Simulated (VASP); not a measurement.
# TaPt2N3 (Cmmm) in VASP: notebook

Runs on TaPt2N3. Level: PBEsol. Tasks: single point, relaxation of cell and atoms.

Program: VASP 6.6.1. These are calculated values, not measurements. Logs are shortened: lines on timing, memory, paths and dates and some standing lists are left out, and cuts for length are marked.

## Step 1: The cell of the first run

It takes space group Cmmm (No. 65, orthorhombic). The conventional cell has a = 5.133 Å, b = 6.639 Å, c = 4.233 Å, α = 90.00°, β = 90.00°, γ = 90.00°. Within 2.6 Å of Ta (site symmetry mmm) lie 2 N at 1.98 Å. Pt (site symmetry 2/m) has 6 N at 2.10 to 2.50 Å and 2 Pt at 2.57 Å within 2.8 Å. N (site symmetry m2m) has 1 Ta at 1.98 Å and 4 Pt at 2.50 Å and 5 N at 2.50 to 2.67 Å within 2.7 Å. N (site symmetry mmm) has 4 Pt at 2.10 Å and 4 N at 2.50 Å within 2.8 Å.

## Step 2: Single point, PBEsol

Input file INCAR:

```
SYSTEM = TaPt2N3
ALGO = Normal
EDIFF = 1E-7
ENCUT = 520
GGA = PS
ISIF = 2
ISMEAR = -1
LASPH = .True.
LCHARG = .False.
LREAL = .False.
LWAVE = .False.
NBANDS = 32
NELM = 60
PREC = Accurate
SIGMA = 0.03
```

Input file KPOINTS:

```
k-points
0
Gamma
  6 6 6
  0 0 0
```

Input file POSCAR:

```
TaPt2N3
1.0
    2.5665043952     -3.3194901570      0.0000000000
    2.5665043952      3.3194901570      0.0000000000
    0.0000000000      0.0000000000      4.2333038225
Ta Pt N
1 2 3
Direct
    0.0000000000      0.0000000000      0.0000000000
    0.5000000000      0.0000000000      0.5000000000
    0.0000000000      0.5000000000      0.5000000000
    0.7011811182      0.2988188818      0.0000000000
    0.2988188818      0.7011811182      0.0000000000
    0.5000000000      0.5000000000      0.5000000000
```

Potentials or basis: VASP PAW PBE potentials, release 64 (Ta_pv, Pt, N).

Command:

```bash
> cat potpaw_PBE.64/Ta_pv/POTCAR potpaw_PBE.64/Pt/POTCAR potpaw_PBE.64/N/POTCAR > POTCAR
> mpirun -np 1 vasp_std > vasp.out
```

OUTCAR:

```text
SYSTEM = TaPt2N3
   EDIFF = 1E-7
   ENCUT = 520
   GGA = PS
   ISIF = 2
   ISMEAR = -1
   LASPH = .True.
   LREAL = .False.
   NELM = 60
   PREC = Accurate

 ion  position               nearest neighbor table
   1  0.000  0.000  0.000-   4 1.98   5 1.98   2 2.98   3 2.98   2 2.98   3 2.98   3 2.98   3 2.98
                             2 2.98   2 2.98
   2  0.500  0.000  0.500-   6 2.10   6 2.10   4 2.50   4 2.50   5 2.50   5 2.50   3 2.57   3 2.57
                             1 2.98   1 2.98   1 2.98   1 2.98   3 3.32   3 3.32
   3  0.000  0.500  0.500-   6 2.10   6 2.10   4 2.50   4 2.50   5 2.50   5 2.50   2 2.57   2 2.57
                             1 2.98   1 2.98   1 2.98   1 2.98   2 3.32   2 3.32
   4  0.701  0.299  0.000-   1 1.98   2 2.50   3 2.50   2 2.50   3 2.50
   5  0.299  0.701  0.000-   1 1.98   2 2.50   3 2.50   2 2.50   3 2.50
   6  0.500  0.500  0.500-   2 2.10   3 2.10   2 2.10   3 2.10

  LATTYP: Found a base centered orthorhombic cell.
 ALAT       =     5.1330087904
 B/A-ratio  =     1.2933896249
 C/A-ratio  =     0.8247217169

  Lattice vectors:

 A1 = (   2.5665043952,  -3.3194901570,   0.0000000000)
 A2 = (   2.5665043952,   3.3194901570,   0.0000000000)
 A3 = (   0.0000000000,   0.0000000000,   4.2333038225)

Analysis of symmetry for initial positions (statically):
=====================================================================
 Subroutine PRICEL returns:
 Original cell was already a primitive cell.

 Routine SETGRP: Setting up the symmetry group for a
 base centered orthorhombic supercell.

 Subroutine GETGRP returns: Found  8 space group operations
 (whereof  8 operations were pure point group operations)
 out of a pool of  8 trial point group operations.

The static configuration has the point symmetry D_2h.

Analysis of symmetry for dynamics (positions and initial velocities):
=====================================================================
 Subroutine PRICEL returns:
 Original cell was already a primitive cell.

 Routine SETGRP: Setting up the symmetry group for a
 base centered orthorhombic supercell.

 Subroutine GETGRP returns: Found  8 space group operations
 (whereof  8 operations were pure point group operations)
 out of a pool of  8 trial point group operations.

The dynamic configuration has the point symmetry D_2h.

 Subroutine INISYM returns: Found  8 space group operations
 (whereof  8 operations are pure point group operations),
 and found     1 'primitive' translations

----------------------------------------------------------------------------------------

                                     Primitive cell
[... 104 lines left out ...]
   NFREE  =      0    steps in history (QN), initial steepest desc. (CG)
   ISIF   =      2    stress and relaxation
   ISYM   =      2    0-nonsym 1-usesym 2-fastsym
   POTIM  = 0.5000    time-step for ionic-motion
   TEBEG  =    0.0;   TEEND  =   0.0 temperature during run
   PSTRESS=    0.0 pullay stress
   NELECT =      46.0000    total number of electrons
   NUPDOWN=      -1.0000    fix difference up-down
   EMIN   =  10.00;   EMAX   =-10.00  energy-range for DOS
   EFERMI =   0.00;   METHOD = LEGACY
   ISMEAR =    -1;   SIGMA  =   0.03  broadening in eV -4-tet -1-fermi 0-gaus
   EFERMI_NEDOS =   21; number of points for ismear=-14 and -15
   IALGO  =     38    algorithm
   IMIX   =      4    mixing-type and parameters
     AMIX     =   0.40;   BMIX     =  1.00
     AMIX_MAG =   1.60;   BMIX_MAG =  1.00
  volume/ion in A,a.u.               =      12.02        81.13
  Fermi-wavevector in a.u.,A,eV,Ry     =   1.409137  2.662882 27.016634  1.985667
  Thomas-Fermi vector in A             =   2.531223
   LORBIT       =      0    0 simple, 1 ext, 2 COOP (PROOUT), +10 PAW based schemes
   GGA     = PS    functional components
   LHFCALC =     F    Hartree Fock is set to
   AEXX    =    0.0000 exact exchange contribution
   IVDW    =     0    specifies the selected vdW correction
   LEPSILON=     F    determine dielectric tensor
   LRPA    =     F    only Hartree local field effects (RPA)
 non-spin polarized calculation
  energy-cutoff  :      520.00
  volume of cell :       72.13
 maximum number of plane-waves:      1966
   NGX = 15   NGY = 15   NGZ = 15

 number of electron      46.0000005 magnetization

 Free energy of the ion-electron system (eV)
  ---------------------------------------------------
  ext. energy  EPLUGINS =         0.00000000
  ---------------------------------------------------
  free energy    TOTEN  =       -44.68939743 eV

  energy without entropy =      -44.67527783  energy(sigma->0) =      -44.68233763

 E-fermi :   8.2844     XC(G=0): -12.8469

 val. band max:        8.2670862764   @ k =  -0.3333   0.3333   0.0000
 cond. band min:       8.2937976708   @ k =   0.0000   0.0000   0.1667
 fundamental gap:      0.0267113944
 Fermi energy:         8.2844107555

 k-point     1 :       0.0000    0.0000    0.0000
  band No.  band energies     occupation
      1     -27.4983      2.00000
      2     -27.3738      2.00000
      3     -27.2825      2.00000
      4      -8.9158      2.00000
      5      -6.6893      2.00000
      6      -4.3740      2.00000
[... 829 lines left out ...]
     31      14.1292      0.00000
     32      15.0492      0.00000

 [... further k-points ...]

------------------------ aborting loop because EDIFF is reached ----------------------------------------

  FORCE on cell =-STRESS in cart. coord.  units (eV):
  Direction    XX          YY          ZZ          XY          YZ          ZX
  --------------------------------------------------------------------------------------
  -------------------------------------------------------------------------------------
  Total       -0.0454338      0.3659813     -0.0486318      0.0000000      0.0000000      0.0000000
  in kB       -1.0091753      8.1291778     -1.0802088      0.0000000      0.0000000      0.0000000
  external PRESSURE =       2.0132646 kB  Pullay stress =       0.0000000 kB

 VOLUME and BASIS-vectors are now :
 -----------------------------------------------------------------------------
  energy-cutoff  :      520.00
  volume of cell :       72.13
      direct lattice vectors                 reciprocal lattice vectors
     2.566504395 -3.319490157  0.000000000     0.194817512 -0.150625541  0.000000000
     2.566504395  3.319490157  0.000000000     0.194817512  0.150625541  0.000000000
     0.000000000  0.000000000  4.233303822     0.000000000  0.000000000  0.236222119

 POSITION                                       TOTAL-FORCE (eV/Angst)
 -----------------------------------------------------------------------------------
      0.00000      0.00000      0.00000         0.000000      0.000000     -0.000000
      1.28325     -1.65975      2.11665        -0.000000      0.000000     -0.000000
      1.28325      1.65975      2.11665         0.000000      0.000000     -0.000000
      2.56650     -1.33564      0.00000         0.000000      0.088040     -0.000000
      2.56650      1.33564      0.00000         0.000000     -0.088040      0.000000
      2.56650      0.00000      2.11665         0.000000     -0.000000     -0.000000
 -----------------------------------------------------------------------------------
    total drift:                                0.000000      0.000000      0.000000

  FREE ENERGIE OF THE ION-ELECTRON SYSTEM (eV)
  ---------------------------------------------------
  free  energy   TOTEN  =       -44.6893974292 eV

  energy  without entropy=      -44.6752778308  energy(sigma->0) =      -44.68233763
```

Wall time 43 s (1 thread of Intel Xeon 6975P-C (Granite Rapids), shared host); peak memory 0.25 GiB.

What came out:

```yaml
Free_energy: -44.6894 eV
Pressure: 0.2 GPa
Largest_force: 0.088 eV/Å
Band_gap_on_the_k_mesh: zero (bands 23 and 24 overlap by 1.08 eV)
```

Forces on the atoms (eV/Å):
```
Ta   0.000  0.000  0.000
Pt   0.000  0.000  0.000
Pt   0.000  0.000  0.000
N    0.000  0.088  0.000
N    0.000 -0.088  0.000
N    0.000  0.000  0.000
```

Caveat: the PAW data sets were made with another functional, which shifts forces and pressure a little; spin-orbit coupling is left out, which moves the levels of the heavy elements.

## Step 3: Relaxation of cell and atoms, PBEsol

This run uses another cell than the first one, of 10.60 Å³/atom.

Input file INCAR:

```
SYSTEM = TaPt2N3
  ALGO = Normal
  EDIFF = 1E-7
  EDIFFG = -0.01
  ENCUT = 600
  GGA = PS
  IBRION = 2
  ISIF = 3
  ISMEAR = -1
  LASPH = .True.
  LCHARG = .False.
  LREAL = .False.
  LWAVE = .False.
  NELM = 100
  NSW = 100
  PREC = Accurate
  SIGMA = 0.03
```

KPOINTS is that of step 2.

Input file POSCAR:

```
TaPt2N3
1.0
    2.3020654900     -3.8661076200      0.0000000000
    2.3020654900      3.8661076200      0.0000000000
    0.0000000000      0.0000000000      3.5720433900
Ta Pt N
1 2 3
Direct
    0.0000000000      0.0000000000      0.0000000000
    0.5000000000      0.0000000000      0.5000000000
    0.0000000000      0.5000000000      0.5000000000
    0.6610917000      0.3389083000      0.0000000000
    0.3389083000      0.6610917000      0.0000000000
    0.5000000000      0.5000000000      0.5000000000
```

Potentials or basis: VASP PAW PBE potentials, release 64 (Ta_pv, Pt, N).

Command:

```bash
> cat potpaw_PBE.64/Ta_pv/POTCAR potpaw_PBE.64/Pt/POTCAR potpaw_PBE.64/N/POTCAR > POTCAR
> mpirun -np 1 vasp_std > vasp.out
```

It took 23 min on 1 thread of Intel Xeon 6975P-C (Granite Rapids), shared host; peak memory 0.28 GiB.

The run converged. Its results:

| Item | Value |
| --- | --- |
| Free energy | -44.6811 eV |
| Relaxed volume | 12.00 Å³/atom |
| Relaxed cell | a = 4.203 Å, b = 4.203 Å, c = 4.214 Å, α = 90.00°, β = 90.00°, γ = 104.74° |
| Space group after relaxing (to 0.1 Å) | Cmmm (No. 65) |
| Energy gained by relaxing | 548.0 meV/atom |
| Ionic steps | 36 |
| Pressure after relaxing | 0.0 GPa |
| Band gap on the k mesh | zero (bands 23 and 24 overlap by 1.04 eV) |

Stress tensor (GPa, compression positive):
```
 0.07  0.00  0.00
 0.00  0.13  0.00
 0.00  0.00 -0.12
```

Step by step:
```tsv
step	energy change (eV)	largest force (eV/Å)	pressure (GPa)	volume (Å³)
1	0.0000	1.3784	33.35	63.58
2	0.2710	2.2449	-33.55	85.43
3	-1.2293	1.7856	-10.20	72.64
4	-1.2328	1.7684	-8.72	72.21
5	-2.1549	2.1647	-1.96	69.65
6	-2.6118	0.6256	22.93	65.57
7	-2.6545	1.7671	11.40	67.00
8	-2.6767	1.4973	15.50	66.43
9	-2.9194	0.3943	12.66	68.76
10	-2.9248	0.1254	12.84	68.53
11	-3.0858	0.7287	-0.67	71.75
12	-3.0866	0.7896	-1.62	72.02
13	-3.1324	0.5996	-1.59	72.13
14	-3.2340	0.0279	-1.09	72.41
15	-3.1439	1.4584	2.47	72.79
16	-3.2553	0.4084	-0.39	72.54
17	-3.2562	0.4921	-0.23	72.56
18	-3.2685	0.0970	-1.21	72.52
19	-3.2691	0.1647	-1.05	72.53
20	-3.2725	0.1876	0.55	71.98
21	-3.2725	0.1904	0.74	71.91
22	-3.2753	0.0652	0.44	71.89
23	-3.2767	0.1131	-0.01	71.86
24	-3.2791	0.0917	0.11	71.84
25	-3.2833	0.0192	0.42	71.76
26	-3.2834	0.0059	0.58	71.74
27	-3.2855	0.0462	-0.12	71.95
28	-3.2857	0.0709	-0.42	72.05
29	-3.2875	0.0283	0.14	71.91
30	-3.2877	0.0108	0.36	71.86
31	-3.2877	0.0076	0.41	71.85
32	-3.2878	0.0550	-0.19	72.02
33	-3.2879	0.0381	0.02	71.96
34	-3.2879	0.0403	-0.01	71.96
35	-3.2880	0.0196	0.01	71.98
36	-3.2880	0.0008	0.03	72.00
```

Final structure:
```
CELL_PARAMETERS angstrom
2.56628 -3.32904 0.00000
2.56628 3.32904 0.00000
0.00000 0.00000 4.21376
ATOMIC_POSITIONS crystal
Ta 0.00000 0.00000 0.00000
Pt 0.50000 0.00000 0.50000
Pt 0.00000 0.50000 0.50000
N 0.70127 0.29873 0.00000
N 0.29873 0.70127 0.00000
N 0.50000 0.50000 0.50000
```

Levels at points of the mesh, in eV from the Fermi level:
| k point | band 20 | band 21 | band 22 | band 23 | band 24 | band 25 | band 26 | band 27 |
| --- | --- | --- | --- | --- | --- | --- | --- | --- |
| (0.00, 0.00, 0.00) | -1.86 | -0.88 | -0.59 | -0.32 | 0.08 | 0.45 | 0.82 | 1.47 |
| (0.50, 0.00, 0.00) | -1.35 | -1.29 | -0.74 | -0.51 | -0.27 | -0.25 | 0.56 | 1.49 |
| (0.50, 0.50, 0.00) | -1.36 | -0.74 | -0.56 | 0.10 | 0.29 | 0.36 | 0.92 | 1.24 |
| (0.00, 0.00, 0.50) | -2.20 | -1.59 | -1.37 | 0.00 | 0.16 | 0.18 | 0.34 | 0.82 |
| (0.50, 0.00, 0.50) | -2.01 | -1.87 | -1.40 | -1.07 | -0.12 | 0.60 | 0.64 | 1.42 |
| (0.50, 0.50, 0.50) | -2.84 | -0.27 | 0.05 | 0.49 | 0.79 | 1.25 | 1.32 | 2.12 |

Caveat: a cell axis changed by over 15 % at a fixed basis, so the end point is rough; the PAW data sets were made with another functional, which shifts forces and pressure a little; spin-orbit coupling is left out, which moves the levels of the heavy elements.

The gap in the log of VASP goes by the Fermi energy; the results here count the filled bands.